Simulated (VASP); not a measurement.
# Zr (Im-3m) in VASP: notebook

Zr is run at these levels: PBEsol; tasks: single point.

Program: VASP 6.6.1. These are calculated values, not measurements. Logs are shortened: lines on timing, memory, paths and dates and some standing lists are left out, and cuts for length are marked.

## (1) The cell of the first run

It takes space group Im-3m (No. 229, cubic). The conventional cell has a = 3.620 Å, b = 3.620 Å, c = 3.620 Å, α = 90.00°, β = 90.00°, γ = 90.00°. Within 4.1 Å of Zr (site symmetry m-3m) lie 14 Zr at 3.14 to 3.62 Å.

## (2) Single point, PBEsol

File INCAR:

```
ALGO = Normal
EDIFF = 1E-6
ENCUT = 500
GGA = PS
GGA_COMPAT = F
ISIF = 2
ISMEAR = 0
LASPH = T
LCHARG = T
LELF = T
LREAL = F
LVHAR = T
LWAVE = F
NBANDS = 12
NELM = 120
PREC = Accurate
SIGMA = 0.15
```

File KPOINTS:

```
k-points
0
Gamma
  18 18 18
```

File POSCAR:

```
Zr
1.0
   -1.8100000000      1.8100000000      1.8100000000
    1.8100000000     -1.8100000000      1.8100000000
    1.8100000000      1.8100000000     -1.8100000000
Zr
1
Direct
    0.0000000000      0.0000000000      0.0000000000
```

Potentials or basis: VASP PAW PBE potentials, release 64 (Zr_sv).

Launch:

```bash
$ cat potpaw_PBE.64/Zr_sv/POTCAR > POTCAR
$ mpirun -np 1 vasp_std > vasp.out
```

OUTCAR:

```text
EDIFF = 1E-6
   ENCUT = 500
   GGA = PS
   ISIF = 2
   ISMEAR = 0
   LASPH = T
   LREAL = F
   NELM = 120
   PREC = Accurate

 ion  position               nearest neighbor table
   1  0.000  0.000  0.000-

  LATTYP: Found a body centered cubic cell.
 ALAT       =     3.6200000000

  Lattice vectors:

 A1 = (  -1.8100000000,   1.8100000000,   1.8100000000)
 A2 = (   1.8100000000,  -1.8100000000,   1.8100000000)
 A3 = (   1.8100000000,   1.8100000000,  -1.8100000000)

Analysis of symmetry for initial positions (statically):
=====================================================================
 Subroutine PRICEL returns:
 Original cell was already a primitive cell.

 Routine SETGRP: Setting up the symmetry group for a
 body centered cubic supercell.

 Subroutine GETGRP returns: Found 48 space group operations
 (whereof 48 operations were pure point group operations)
 out of a pool of 48 trial point group operations.

The static configuration has the point symmetry O_h .

Analysis of symmetry for dynamics (positions and initial velocities):
=====================================================================
 Subroutine PRICEL returns:
 Original cell was already a primitive cell.

 Routine SETGRP: Setting up the symmetry group for a
 body centered cubic supercell.

 Subroutine GETGRP returns: Found 48 space group operations
 (whereof 48 operations were pure point group operations)
 out of a pool of 48 trial point group operations.

The dynamic configuration has the point symmetry O_h .

 Subroutine INISYM returns: Found 48 space group operations
 (whereof 48 operations are pure point group operations),
 and found     1 'primitive' translations

----------------------------------------------------------------------------------------

                                     Primitive cell

  volume of cell :      23.7190

  direct lattice vectors                    reciprocal lattice vectors
    -1.810000000  1.810000000  1.810000000     0.000000000  0.276243094  0.276243094
     1.810000000 -1.810000000  1.810000000     0.276243094  0.000000000  0.276243094
     1.810000000  1.810000000 -1.810000000     0.276243094  0.276243094  0.000000000

  length of vectors
     3.135011962  3.135011962  3.135011962     0.390666730  0.390666730  0.390666730

  position of ions in fractional coordinates (direct lattice)
     0.000000000  0.000000000  0.000000000

  ion indices of the primitive-cell ions
   primitive index   ion index
                 1           1

----------------------------------------------------------------------------------------

 KPOINTS: k-points

Automatic generation of k-mesh.
 Grid dimensions read from file:
 generate k-points for:   18   18   18

 Generating k-lattice:

  Cartesian coordinates                     Fractional coordinates (reciprocal lattice)
     0.000000000  0.015346839  0.015346839     0.055555556  0.000000000  0.000000000
     0.015346839  0.000000000  0.015346839     0.000000000  0.055555556  0.000000000
     0.015346839  0.015346839  0.000000000     0.000000000  0.000000000  0.055555556

  Length of vectors
     0.021703707  0.021703707  0.021703707

  Shift w.r.t. Gamma in fractional coordinates (k-lattice)
     0.000000000  0.000000000  0.000000000

 Subroutine IBZKPT returns following result:
 ===========================================

 Found    195 irreducible k-points:

 Following reciprocal coordinates:
            Coordinates               Weight
  0.000000  0.000000  0.000000      1.000000
  0.055556  0.000000  0.000000     12.000000
  0.111111  0.000000  0.000000     12.000000
  0.166667  0.000000  0.000000     12.000000
  0.222222  0.000000  0.000000     12.000000
  0.277778  0.000000  0.000000     12.000000
[... 16 lines left out ...]
  0.333333  0.111111  0.000000     48.000000
  0.388889  0.111111  0.000000     48.000000
 [... further k-points ...]
   k-points           NKPTS =    195   k-points in BZ     NKDIM =    195   number of bands    NBANDS=     12
   number of dos      NEDOS =    301   number of ions     NIONS =      1
   total plane-waves  NPLWV =  13824
   dimension x,y,z NGX =    24 NGY =   24 NGZ =   24
   dimension x,y,z NGXF=    48 NGYF=   48 NGZF=   48
   ions per type =               1
   NGX,Y,Z   is equivalent  to a cutoff of  12.73, 12.73, 12.73 a.u.
   NGXF,Y,Z  is equivalent  to a cutoff of  25.45, 25.45, 25.45 a.u.
 SYSTEM =  unknown system
   PREC   = accura    normal or accurate (medium, high low for compatibility)
   ISTART =      0    job   : 0-new  1-cont  2-samecut
   ICHARG =      2    charge: 1-file 2-atom 10-const
   ISPIN  =      1    spin polarized calculation?
   LNONCOLLINEAR =      F non collinear calculations
   LSORBIT =      F    spin-orbit coupling
   LASPH  =      T    aspherical Exc in radial PAW
   ENCUT  =  500.0 eV  36.75 Ry    6.06 a.u.   5.72  5.72  5.72*2*pi/ulx,y,z
   NELM   =    120;   NELMIN=  2; NELMDL= -5     # of ELM steps
   EDIFF  = 0.1E-05   stopping-criterion for ELM
   LREAL  =      F    real-space projection
   EDIFFG = 0.1E-04   stopping-criterion for IOM
   NSW    =      0    number of steps for IOM
   IBRION =     -1    ionic relax: 0-MD 1-quasi-New 2-CG
   NFREE  =      0    steps in history (QN), initial steepest desc. (CG)
   ISIF   =      2    stress and relaxation
   ISYM   =      2    0-nonsym 1-usesym 2-fastsym
   POTIM  = 0.5000    time-step for ionic-motion
   TEBEG  =    0.0;   TEEND  =   0.0 temperature during run
   PSTRESS=    0.0 pullay stress
   NELECT =      12.0000    total number of electrons
   NUPDOWN=      -1.0000    fix difference up-down
   EMIN   =  10.00;   EMAX   =-10.00  energy-range for DOS
   EFERMI =   0.00;   METHOD = LEGACY
   ISMEAR =     0;   SIGMA  =   0.15  broadening in eV -4-tet -1-fermi 0-gaus
   EFERMI_NEDOS =   21; number of points for ismear=-14 and -15
   IALGO  =     38    algorithm
   IMIX   =      4    mixing-type and parameters
     AMIX     =   0.40;   BMIX     =  1.00
     AMIX_MAG =   1.60;   BMIX_MAG =  1.00
  volume/ion in A,a.u.               =      23.72       160.06
  Fermi-wavevector in a.u.,A,eV,Ry     =   1.304478  2.465105 23.152520  1.701662
  Thomas-Fermi vector in A             =   2.435411
   LORBIT       =      0    0 simple, 1 ext, 2 COOP (PROOUT), +10 PAW based schemes
   GGA     = PS    functional components
   LHFCALC =     F    Hartree Fock is set to
   AEXX    =    0.0000 exact exchange contribution
   IVDW    =     0    specifies the selected vdW correction
   LEPSILON=     F    determine dielectric tensor
   LRPA    =     F    only Hartree local field effects (RPA)
 non-spin polarized calculation
 Gauss-broadening in eV      SIGMA  =   0.15
  energy-cutoff  :      500.00
  volume of cell :       23.72
 maximum number of plane-waves:       619
   NGX = 11   NGY = 11   NGZ = 11

 number of electron      12.0000000 magnetization

 Free energy of the ion-electron system (eV)
  ---------------------------------------------------
  ext. energy  EPLUGINS =         0.00000000
  ---------------------------------------------------
  free energy    TOTEN  =        -8.98351035 eV

  energy without entropy =       -8.96132758  energy(sigma->0) =       -8.97241897

 E-fermi :   8.3732     XC(G=0): -11.1127

 val. band max:        8.3646167814   @ k =   0.2778   0.1667   0.1111
 cond. band min:       8.3749938250   @ k =   0.2222   0.2222   0.0000
 fundamental gap:      0.0103770436
 Fermi energy:         8.3731902026

 k-point     1 :       0.0000    0.0000    0.0000
  band No.  band energies     occupation
      1     -40.0532      2.00000
      2     -17.6112      2.00000
      3     -17.6112      2.00000
      4     -17.6112      2.00000
      5       3.0256      2.00000
      6       9.4839      0.00000
      7       9.4839      0.00000
      8       9.4839      0.00000
      9      11.9200      0.00000
     10      11.9200      0.00000
     11      20.7088      0.00000
     12      20.7088      0.00000

 k-point     2 :       0.0556    0.0000    0.0000
  band No.  band energies     occupation
      1     -40.0490      2.00000
      2     -17.6408      2.00000
      3     -17.6203      2.00000
      4     -17.6114      2.00000
      5       3.1293      2.00000
      6       9.4147      0.00000
      7       9.4625      0.00000
      8       9.5836      0.00000
      9      11.8103      0.00000
     10      11.9191      0.00000
     11      20.7999      0.00000
     12      20.8958      0.00000

 k-point     3 :       0.1111    0.0000    0.0000
  band No.  band energies     occupation
      1     -40.0369      2.00000
      2     -17.7254      2.00000
      3     -17.6463      2.00000
      4     -17.6119      2.00000
      5       3.4297      2.00000
      6       9.2240      0.00000
      7       9.3739      0.00000
      8       9.8796      0.00000
      9      11.5789      0.00000
     10      11.9225      0.00000
     11      21.0226      0.00000
     12      21.4381      0.00000
[... 286 lines left out ...]
 k-point    23 :       0.3333    0.1111    0.0000
  band No.  band energies     occupation
      1     -39.9235      2.00000
      2     -18.4083      2.00000
      3     -17.8979      2.00000
      4     -17.6564      2.00000
      5       5.8955      2.00000
      6       7.9193      1.99998
      7       8.8521      0.00001
      8      11.6822      0.00000
      9      12.5474      0.00000
     10      13.9814      0.00000
     11      18.9293      0.00000
     12      19.6866      0.00000

 k-point    24 :       0.3889    0.1111    0.0000
  band No.  band energies     occupation
      1     -39.9118      2.00000
      2     -18.4718      2.00000
      3     -17.9286      2.00000
      4     -17.6576      2.00000
      5       5.9328      2.00000
      6       7.8175      2.00000
      7       9.2446      0.00000
      8      11.7670      0.00000
      9      12.6699      0.00000
     10      14.6905      0.00000
     11      18.2683      0.00000
     12      19.0986      0.00000

 [... further k-points ...]
[... 5 lines left out ...]
  --------------------------------------------------------------------------------------
  -------------------------------------------------------------------------------------
  Total       -0.9921969     -0.9921969     -0.9921969      0.0000000     -0.0000000      0.0000000
  in kB      -67.0212831    -67.0212831    -67.0212831      0.0000000     -0.0000000      0.0000000
  external PRESSURE =     -67.0212831 kB  Pullay stress =       0.0000000 kB

 VOLUME and BASIS-vectors are now :
 -----------------------------------------------------------------------------
  energy-cutoff  :      500.00
  volume of cell :       23.72
      direct lattice vectors                 reciprocal lattice vectors
    -1.810000000  1.810000000  1.810000000     0.000000000  0.276243094  0.276243094
     1.810000000 -1.810000000  1.810000000     0.276243094  0.000000000  0.276243094
     1.810000000  1.810000000 -1.810000000     0.276243094  0.276243094  0.000000000

 POSITION                                       TOTAL-FORCE (eV/Angst)
 -----------------------------------------------------------------------------------
      0.00000      0.00000      0.00000        -0.000000      0.000000      0.000000
 -----------------------------------------------------------------------------------
    total drift:                                0.000000      0.000000      0.000000

  FREE ENERGIE OF THE ION-ELECTRON SYSTEM (eV)
  ---------------------------------------------------
  free  energy   TOTEN  =        -8.9835103540 eV

  energy  without entropy=       -8.9613275842  energy(sigma->0) =       -8.97241897
```

It took 20 s on 1 thread of Intel Xeon 6975P-C, shared host; peak memory 0.18 GiB.

Results:

* Free energy: -8.9835 eV
* Pressure: -6.7 GPa
* Band gap on the k mesh: zero (band 6 reaches 9.48 eV, above the bottom of band 7 at 7.74 eV)

Caveat: the PAW data sets were made with another functional, which shifts forces and pressure a little.

## (3) Single point, PBEsol

File INCAR:

```
SYSTEM = Zr
ALGO = Normal ; EDIFF = 1E-6
ENCUT = 500 ; GGA = PS
GGA_COMPAT = .FALSE. ; ISIF = 2
ISMEAR = 0 ; LASPH = .TRUE.
LCHARG = .TRUE. ; LELF = .TRUE.
LREAL = .FALSE. ; LVHAR = .TRUE.
LWAVE = .FALSE. ; NBANDS = 12
NELM = 120 ; PREC = Accurate
SIGMA = 0.15
```

File KPOINTS:

```
k-points
0
G
  20 20 20
  0 0 0
```

POSCAR is that of step 2.

Potentials or basis: VASP PAW PBE potentials, release 64 (Zr_sv).

Launch:

```bash
$ cat potpaw_PBE.64/Zr_sv/POTCAR > POTCAR
$ mpirun -np 1 vasp_std > vasp.out
```

It took 27 s on 1 thread of Intel Xeon 6975P-C, shared host; peak memory 0.19 GiB.

The run converged. Its results:

* Free energy: -8.9841 eV
* Pressure: -6.7 GPa
* Band gap on the k mesh: zero (band 6 reaches 9.48 eV, above the bottom of band 7 at 7.70 eV)

Levels at points of the mesh, in eV from the Fermi level:
| k point | band 3 | band 4 | band 5 | band 6 | band 7 | band 8 | band 9 | band 10 |
| --- | --- | --- | --- | --- | --- | --- | --- | --- |
| (0.00, 0.00, 0.00) | -25.99 | -25.99 | -5.35 | 1.11 | 1.11 | 1.11 | 3.55 | 3.55 |
| (0.50, 0.00, 0.00) | -26.28 | -25.99 | -2.73 | -0.64 | 1.53 | 3.52 | 4.18 | 6.20 |
| (0.50, 0.50, 0.50) | -26.62 | -26.62 | -2.45 | -2.45 | 5.54 | 5.54 | 5.54 | 7.25 |

Caveat: the PAW data sets were made with another functional, which shifts forces and pressure a little.
